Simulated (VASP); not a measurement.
# K2H (Fd-3m) in VASP: further runs

K2H is run at these levels: PBE; tasks: single point, relaxation of cell and atoms.

Everything below comes from runs of VASP 6.6.1. Logs are shortened: lines on timing, memory, paths and dates and some standing lists are left out, and cuts for length are marked.

## 1. The cell of the first run

Symmetry: Fd-3m, No. 227, cubic system. The conventional cell has a = 8.560 Å, b = 8.560 Å, c = 8.560 Å, α = 90.00°, β = 90.00°, γ = 90.00°. Within 4.0 Å of K (site symmetry -3m) lie 6 K at 3.03 Å and 6 H at 3.55 Å. Within 4.7 Å of H (site symmetry -43m) lie 12 K at 3.55 Å and 4 H at 3.71 Å.

The cell was built from a structure type or drawn by symmetry, and may not be a known phase.

## 2. Single point, PBE

Contents of INCAR:

```
SYSTEM = K2H
ALGO = Normal ; EDIFF = 1E-7
ENCUT = 520 ; GGA = PE
ISIF = 2 ; ISMEAR = 0
LASPH = .True. ; LCHARG = .True.
LELF = .True. ; LREAL = .False.
LVHAR = .True. ; LWAVE = .False.
NBANDS = 28 ; NELM = 80
PREC = Accurate ; SIGMA = 0.1
```

Contents of KPOINTS:

```
k-points
0
Gamma
  4 4 4
  0 0 0
```

Contents of POSCAR:

```
K2H
1.0
    0.0000000000      4.2802187600      4.2802187600
    4.2802187600      0.0000000000      4.2802187600
    4.2802187600      4.2802187600      0.0000000000
K H
4 2
Direct
    0.6250000000      0.6250000000      0.6250000000
    0.1250000000      0.6250000000      0.6250000000
    0.6250000000      0.6250000000      0.1250000000
    0.6250000000      0.1250000000      0.6250000000
    0.0000000000      0.0000000000      0.0000000000
    0.2500000000      0.2500000000      0.2500000000
```

Potentials or basis: VASP PAW PBE potentials, release 64 (K_sv, H).

Command:

```bash
> cat potpaw_PBE.64/K_sv/POTCAR potpaw_PBE.64/H/POTCAR > POTCAR
> mpirun -np 1 vasp_std > vasp.out
```

OUTCAR:

```text
SYSTEM = K2H
   EDIFF = 1E-7
   ENCUT = 520
   GGA = PE
   ISIF = 2
   ISMEAR = 0
   LASPH = .True.
   LREAL = .False.
   NELM = 80
   PREC = Accurate

 ion  position               nearest neighbor table
   1  0.625  0.625  0.625-   2 3.03   3 3.03   4 3.03   3 3.03   4 3.03   2 3.03
   2  0.125  0.625  0.625-   1 3.03   3 3.03   4 3.03   1 3.03   3 3.03   4 3.03
   3  0.625  0.625  0.125-   1 3.03   1 3.03   2 3.03   4 3.03   4 3.03   2 3.03
   4  0.625  0.125  0.625-   1 3.03   3 3.03   1 3.03   2 3.03   3 3.03   2 3.03
   5  0.000  0.000  0.000-
   6  0.250  0.250  0.250-

  LATTYP: Found a face centered cubic cell.
 ALAT       =     8.5604375200

  Lattice vectors:

 A1 = (   0.0000000000,   4.2802187600,   4.2802187600)
 A2 = (   4.2802187600,   0.0000000000,   4.2802187600)
 A3 = (   4.2802187600,   4.2802187600,   0.0000000000)

Analysis of symmetry for initial positions (statically):
=====================================================================
 Subroutine PRICEL returns:
 Original cell was already a primitive cell.

 Routine SETGRP: Setting up the symmetry group for a
 face centered cubic supercell.

 Subroutine GETGRP returns: Found 48 space group operations
 (whereof 24 operations were pure point group operations)
 out of a pool of 48 trial point group operations.

The static configuration has the point symmetry T_d .
 The point group associated with its full space group is O_h .

Analysis of symmetry for dynamics (positions and initial velocities):
=====================================================================
 Subroutine PRICEL returns:
 Original cell was already a primitive cell.

 Routine SETGRP: Setting up the symmetry group for a
 face centered cubic supercell.

 Subroutine GETGRP returns: Found 48 space group operations
 (whereof 24 operations were pure point group operations)
 out of a pool of 48 trial point group operations.

The dynamic configuration has the point symmetry T_d .
 The point group associated with its full space group is O_h .

 Subroutine INISYM returns: Found 48 space group operations
 (whereof 24 operations are pure point group operations),
 and found     1 'primitive' translations

----------------------------------------------------------------------------------------

                                     Primitive cell

  volume of cell :     156.8295

  direct lattice vectors                    reciprocal lattice vectors
     0.000000000  4.280218760  4.280218760    -0.116816459  0.116816459  0.116816459
     4.280218760  0.000000000  4.280218760     0.116816459 -0.116816459  0.116816459
     4.280218760  4.280218760  0.000000000     0.116816459  0.116816459 -0.116816459

  length of vectors
     6.053143420  6.053143420  6.053143420     0.202332042  0.202332042  0.202332042

  position of ions in fractional coordinates (direct lattice)
     0.625000000  0.625000000  0.625000000
     0.125000000  0.625000000  0.625000000
     0.625000000  0.625000000  0.125000000
     0.625000000  0.125000000  0.625000000
     0.000000000  0.000000000  0.000000000
     0.250000000  0.250000000  0.250000000

  ion indices of the primitive-cell ions
   primitive index   ion index
                 1           1
                 2           2
                 3           3
                 4           4
                 5           5
                 6           6

----------------------------------------------------------------------------------------

 KPOINTS: k-points

Automatic generation of k-mesh.
 Grid dimensions read from file:
 generate k-points for:    4    4    4

 Generating k-lattice:

  Cartesian coordinates                     Fractional coordinates (reciprocal lattice)
    -0.029204115  0.029204115  0.029204115     0.250000000  0.000000000  0.000000000
     0.029204115 -0.029204115  0.029204115     0.000000000  0.250000000  0.000000000
     0.029204115  0.029204115 -0.029204115     0.000000000  0.000000000  0.250000000

  Length of vectors
     0.050583011  0.050583011  0.050583011

  Shift w.r.t. Gamma in fractional coordinates (k-lattice)
     0.000000000  0.000000000  0.000000000

 Subroutine IBZKPT returns following result:
 ===========================================

 Found      8 irreducible k-points:

 Following reciprocal coordinates:
            Coordinates               Weight
  0.000000  0.000000  0.000000      1.000000
  0.250000  0.000000  0.000000      8.000000
  0.500000  0.000000  0.000000      4.000000
  0.250000  0.250000  0.000000      6.000000
  0.500000  0.250000  0.000000     24.000000
 -0.250000  0.250000  0.000000     12.000000
  0.500000  0.500000  0.000000      3.000000
 -0.250000  0.500000  0.250000      6.000000
   k-points           NKPTS =      8   k-points in BZ     NKDIM =      8   number of bands    NBANDS=     28
   number of dos      NEDOS =    301   number of ions     NIONS =      6
   total plane-waves  NPLWV = 110592
   dimension x,y,z NGX =    48 NGY =   48 NGZ =   48
   dimension x,y,z NGXF=    96 NGYF=   96 NGZF=   96
   ions per type =               4   2
   NGX,Y,Z   is equivalent  to a cutoff of  13.18, 13.18, 13.18 a.u.
   NGXF,Y,Z  is equivalent  to a cutoff of  26.37, 26.37, 26.37 a.u.
 SYSTEM =  K2H
   PREC   = accura    normal or accurate (medium, high low for compatibility)
   ISTART =      0    job   : 0-new  1-cont  2-samecut
   ICHARG =      2    charge: 1-file 2-atom 10-const
   ISPIN  =      1    spin polarized calculation?
   LNONCOLLINEAR =      F non collinear calculations
   LSORBIT =      F    spin-orbit coupling
   LASPH  =      T    aspherical Exc in radial PAW
   ENCUT  =  520.0 eV  38.22 Ry    6.18 a.u.  11.25 11.25 11.25*2*pi/ulx,y,z
   NELM   =     80;   NELMIN=  2; NELMDL= -5     # of ELM steps
   EDIFF  = 0.1E-06   stopping-criterion for ELM
   LREAL  =      F    real-space projection
   EDIFFG = 0.1E-05   stopping-criterion for IOM
   NSW    =      0    number of steps for IOM
   IBRION =     -1    ionic relax: 0-MD 1-quasi-New 2-CG
   NFREE  =      0    steps in history (QN), initial steepest desc. (CG)
   ISIF   =      2    stress and relaxation
   ISYM   =      2    0-nonsym 1-usesym 2-fastsym
   POTIM  = 0.5000    time-step for ionic-motion
   TEBEG  =    0.0;   TEEND  =   0.0 temperature during run
   PSTRESS=    0.0 pullay stress
   NELECT =      38.0000    total number of electrons
   NUPDOWN=      -1.0000    fix difference up-down
   EMIN   =  10.00;   EMAX   =-10.00  energy-range for DOS
   EFERMI =   0.00;   METHOD = LEGACY
   ISMEAR =     0;   SIGMA  =   0.10  broadening in eV -4-tet -1-fermi 0-gaus
   EFERMI_NEDOS =   21; number of points for ismear=-14 and -15
   IALGO  =     38    algorithm
   IMIX   =      4    mixing-type and parameters
     AMIX     =   0.40;   BMIX     =  1.00
     AMIX_MAG =   1.60;   BMIX_MAG =  1.00
  volume/ion in A,a.u.               =      26.14       176.39
  Fermi-wavevector in a.u.,A,eV,Ry     =   1.020611  1.928674 14.172454  1.041646
  Thomas-Fermi vector in A             =   2.154190
   LORBIT       =      0    0 simple, 1 ext, 2 COOP (PROOUT), +10 PAW based schemes
   GGA     = PE    functional components
   LHFCALC =     F    Hartree Fock is set to
   AEXX    =    0.0000 exact exchange contribution
   IVDW    =     0    specifies the selected vdW correction
   LEPSILON=     F    determine dielectric tensor
   LRPA    =     F    only Hartree local field effects (RPA)
 non-spin polarized calculation
 Gauss-broadening in eV      SIGMA  =   0.10
  energy-cutoff  :      520.00
  volume of cell :      156.83
 maximum number of plane-waves:      4279
 NGX is ok and might be reduce to    48
   NGX = 23   NGY = 23   NGZ = 23

 number of electron      38.0000001 magnetization

 Free energy of the ion-electron system (eV)
  ---------------------------------------------------
  ext. energy  EPLUGINS =         0.00000000
  ---------------------------------------------------
  free energy    TOTEN  =        -4.96180922 eV

  energy without entropy =       -4.95338285  energy(sigma->0) =       -4.95759603

 E-fermi :   2.2568     XC(G=0):  -7.5795

 val. band max:        2.2091461588   @ k =  -0.2500   0.5000   0.2500
 cond. band min:       2.6007913575   @ k =   0.5000   0.5000   0.0000
 fundamental gap:      0.3916451987
 Fermi energy:         2.2568397217

 k-point     1 :       0.0000    0.0000    0.0000
  band No.  band energies     occupation
      1     -31.5166      2.00000
      2     -31.0829      2.00000
      3     -31.0829      2.00000
      4     -31.0829      2.00000
      5     -16.3953      2.00000
      6     -15.3100      2.00000
[... 20 lines left out ...]
     27       4.8390      0.00000
     28       4.8390      0.00000

 k-point     2 :       0.2500    0.0000    0.0000
  band No.  band energies     occupation
      1     -31.4735      2.00000
      2     -31.1313      2.00000
      3     -31.0833      2.00000
      4     -31.0833      2.00000
      5     -16.2148      2.00000
      6     -15.2560      2.00000
[... 20 lines left out ...]
     27       4.9035      0.00000
     28       4.9035      0.00000

 k-point     3 :       0.5000    0.0000    0.0000
  band No.  band energies     occupation
      1     -31.4126      2.00000
      2     -31.1973      2.00000
      3     -31.0836      2.00000
      4     -31.0836      2.00000
      5     -16.0023      2.00000
      6     -15.1588      2.00000
[... 20 lines left out ...]
     27       4.7095      0.00000
     28       4.9522      0.00000

 k-point     4 :       0.2500    0.2500    0.0000
  band No.  band energies     occupation
      1     -31.4562      2.00000
      2     -31.1498      2.00000
      3     -31.0836      2.00000
      4     -31.0836      2.00000
      5     -16.1357      2.00000
      6     -15.3352      2.00000
[... 20 lines left out ...]
     27       4.9870      0.00000
     28       5.2608      0.00000

 k-point     5 :       0.5000    0.2500    0.0000
  band No.  band energies     occupation
      1     -31.3818      2.00000
      2     -31.2291      2.00000
      3     -31.0841      2.00000
      4     -31.0839      2.00000
      5     -15.8501      2.00000
      6     -15.3179      2.00000
[... 20 lines left out ...]
     27       5.0824      0.00000
     28       5.1966      0.00000

 k-point     6 :      -0.2500    0.2500    0.0000
  band No.  band energies     occupation
      1     -31.4128      2.00000
      2     -31.1966      2.00000
      3     -31.0840      2.00000
      4     -31.0836      2.00000
      5     -15.9690      2.00000
      6     -15.2552      2.00000
[... 20 lines left out ...]
     27       4.8730      0.00000
     28       5.1840      0.00000

 k-point     7 :       0.5000    0.5000    0.0000
  band No.  band energies     occupation
      1     -31.3062      2.00000
      2     -31.3062      2.00000
      3     -31.0843      2.00000
      4     -31.0843      2.00000
      5     -15.5763      2.00000
      6     -15.5763      2.00000
[... 20 lines left out ...]
     27       5.2215      0.00000
     28       5.2215      0.00000

 k-point     8 :      -0.2500    0.5000    0.2500
  band No.  band energies     occupation
      1     -31.3062      2.00000
      2     -31.3062      2.00000
      3     -31.0843      2.00000
      4     -31.0843      2.00000
      5     -15.5458      2.00000
      6     -15.5458      2.00000
[... 20 lines left out ...]
     27       4.9330      0.00000
     28       4.9330      0.00000

------------------------ aborting loop because EDIFF is reached ----------------------------------------

  FORCE on cell =-STRESS in cart. coord.  units (eV):
  Direction    XX          YY          ZZ          XY          YZ          ZX
  --------------------------------------------------------------------------------------
  -------------------------------------------------------------------------------------
  Total        7.9077990      7.9077990      7.9077990      0.0000000      0.0000000     -0.0000000
  in kB       80.7864101     80.7864101     80.7864101      0.0000000      0.0000000     -0.0000000
  external PRESSURE =      80.7864101 kB  Pullay stress =       0.0000000 kB

 VOLUME and BASIS-vectors are now :
 -----------------------------------------------------------------------------
  energy-cutoff  :      520.00
  volume of cell :      156.83
      direct lattice vectors                 reciprocal lattice vectors
     0.000000000  4.280218760  4.280218760    -0.116816459  0.116816459  0.116816459
     4.280218760  0.000000000  4.280218760     0.116816459 -0.116816459  0.116816459
     4.280218760  4.280218760  0.000000000     0.116816459  0.116816459 -0.116816459

 POSITION                                       TOTAL-FORCE (eV/Angst)
 -----------------------------------------------------------------------------------
      5.35027      5.35027      5.35027        -0.000000     -0.000000     -0.000000
      5.35027      3.21016      3.21016        -0.000000     -0.000000     -0.000000
      3.21016      3.21016      5.35027         0.000000     -0.000000      0.000000
      3.21016      5.35027      3.21016        -0.000000     -0.000000     -0.000000
      0.00000      0.00000      0.00000         0.000000      0.000000      0.000000
      2.14011      2.14011      2.14011        -0.000000     -0.000000     -0.000000
 -----------------------------------------------------------------------------------
    total drift:                                0.000000      0.000000     -0.000000

  FREE ENERGIE OF THE ION-ELECTRON SYSTEM (eV)
  ---------------------------------------------------
  free  energy   TOTEN  =        -4.9618092155 eV

  energy  without entropy=       -4.9533828480  energy(sigma->0) =       -4.95759603
```

Run time: 2 min. Hardware: 1 thread of Intel Xeon 8259CL, shared host; peak memory 0.32 GiB.

Results:

| Property | Result |
| --- | --- |
| Free energy | -4.9618 eV |
| Pressure | 8.1 GPa |
| Band gap on the k mesh | zero (bands 19 and 20 overlap by 0.39 eV) |

Caveat: the cell stands under pressure.

## 3. Single point, PBE

This run uses another cell than the first one, of 50.73 Å³/atom.

Contents of INCAR:

```
PREC = Accurate
ENCUT = 520
EDIFF = 1E-7
ISMEAR = 0
SIGMA = 0.1
LREAL = False
LASPH = True
NELM = 100
ALGO = Normal
ISIF = 2
LWAVE = False
LCHARG = False
GGA = PE
NBANDS = 28
```

Contents of KPOINTS:

```
Automatic mesh
0
Gamma
  4 4 4
```

Edit POSCAR of step 2 so:

```diff
@@ -2,5 +2,5 @@
 1.0
-    0.0000000000      4.2802187600      4.2802187600
-    4.2802187600      0.0000000000      4.2802187600
-    4.2802187600      4.2802187600      0.0000000000
+    0.0000000000      5.3391787766      5.3391787766
+    5.3391787766      0.0000000000      5.3391787766
+    5.3391787766      5.3391787766      0.0000000000
 K H
```

Potentials or basis: VASP PAW PBE potentials, release 64 (K_sv, H).

Command:

```bash
> cat potpaw_PBE.64/K_sv/POTCAR potpaw_PBE.64/H/POTCAR > POTCAR
> mpirun -np 1 vasp_std > vasp.out
```

Run time: 3.1 min. Hardware: 1 thread of Intel Xeon 8259CL, shared host; peak memory 0.43 GiB.

It converged, with:

```
Free energy            : -7.2123 eV
Pressure               : 0.0 GPa
Band gap on the k mesh : zero (bands 19 and 20 overlap by 0.17 eV)
```

Levels at points of the mesh, in eV from the Fermi level:
```csv
k point,band 15,band 16,band 17,band 18,band 19,band 20,band 21,band 22,band 23,band 24
"(0.00, 0.00, 0.00)",-15.63,-15.63,-1.92,-0.21,-0.07,2.00,2.00,2.00,2.35,2.59
"(0.50, 0.00, 0.00)",-15.63,-15.63,-1.10,-0.93,-0.21,1.13,1.93,1.93,2.38,2.56
"(0.50, 0.50, 0.00)",-15.64,-15.64,-0.84,-0.84,0.11,0.11,1.54,1.54,2.74,2.74
```

## 4. Relaxation of cell and atoms, PBE

Contents of INCAR:

```
SYSTEM = K2H
ALGO = Normal
EDIFF = 1E-6
EDIFFG = -0.04
ENCUT = 600
GGA = PE
IBRION = 2
ISIF = 3
ISMEAR = 0
LASPH = .True.
LCHARG = .False.
LREAL = .False.
LWAVE = .False.
NELM = 80
NSW = 90
PREC = Accurate
SIGMA = 0.1
```

Contents of KPOINTS:

```
k-points
0
Gamma
  4 4 4
  0 0 0
```

Edit POSCAR of step 3 so:

```diff
@@ -2,5 +2,5 @@
 1.0
-    0.0000000000      5.3391787766      5.3391787766
-    5.3391787766      0.0000000000      5.3391787766
-    5.3391787766      5.3391787766      0.0000000000
+    0.0000000000      4.2802187600      4.2802187600
+    4.2802187600      0.0000000000      4.2802187600
+    4.2802187600      4.2802187600      0.0000000000
 K H
```

Command:

```bash
> cat potpaw_PBE.64/K_sv/POTCAR potpaw_PBE.64/H/POTCAR > POTCAR
> mpirun -np 1 vasp_std > vasp.out
```

Wall time 6.2 min (1 thread of Intel Xeon 8259CL, shared host); peak memory 0.35 GiB.

It converged, with:

```yaml
Free_energy: -7.1752 eV
Relaxed_volume: 50.16 Å³/atom
Relaxed_cell: a = 7.522 Å, b = 7.522 Å, c = 7.522 Å, α = 60.00°, β = 60.00°, γ = 60.00°
Space_group_after_relaxing_to_0.1_Å: Fd-3m (No. 227)
Energy_gained_by_relaxing: 368.8 meV/atom
Ionic_steps: 5
Pressure_after_relaxing: 0.0 GPa
Band_gap_on_the_k_mesh: zero (bands 19 and 20 overlap by 0.17 eV)
```

The path:
```csv
step,energy change (eV),largest force (eV/Å),pressure (GPa),volume (Å³)
1,0.0000,0.0000,8.11,156.83
2,-1.1860,0.0000,4.20,188.80
3,-2.0748,0.0000,0.99,250.78
4,-2.1971,0.0000,0.28,283.23
5,-2.2130,0.0000,0.02,300.99
```

Final structure:
```
K H
1.0
     0.00000    5.31911    5.31911
     5.31911    0.00000    5.31911
     5.31911    5.31911    0.00000
K H
4 2
Direct
  0.62500 0.62500 0.62500
  0.12500 0.62500 0.62500
  0.62500 0.62500 0.12500
  0.62500 0.12500 0.62500
  0.00000 0.00000 0.00000
  0.25000 0.25000 0.25000
```

Levels at points of the mesh, in eV from the Fermi level:
| k point | band 15 | band 16 | band 17 | band 18 | band 19 | band 20 | band 21 | band 22 | band 23 |
| --- | --- | --- | --- | --- | --- | --- | --- | --- | --- |
| (0.00, 0.00, 0.00) | -15.63 | -15.63 | -1.94 | -0.22 | -0.08 | 2.00 | 2.00 | 2.00 | 2.38 |
| (0.50, 0.00, 0.00) | -15.63 | -15.63 | -1.13 | -0.94 | -0.22 | 1.14 | 1.94 | 1.94 | 2.36 |
| (0.50, 0.50, 0.00) | -15.64 | -15.64 | -0.87 | -0.87 | 0.12 | 0.12 | 1.54 | 1.54 | 2.75 |

Caveat: the volume moved by over 15 % at a fixed basis, so the end points are rough.

## 5. Summary

```tsv
task	cell	cutoff (eV)	gap on the mesh (eV)	pressure (GPa)
single point	a = 6.053 Å, angles 60.0°, 6 atoms	520	none	8.1
single point	a = 7.551 Å, angles 60.0°, 6 atoms	520	none	0.0
relaxation of cell and atoms	relaxed from a = 6.053 Å, angles 60.0°, 6 atoms	600	none	0.0
```

Alike in all rows: level PBE; potentials or basis VASP PAW PBE potentials, release 64 (K_sv, H); no spin polarisation; k mesh 4 × 4 × 4; smearing gaussian 0.1 eV.

Caveats: the cell stands under pressure (at least some runs); the volume moved by over 15 % at a fixed basis, so the end points are rough (at least some runs).

Total energies depend on the potentials used, so only differences within one code and one set of settings carry meaning.
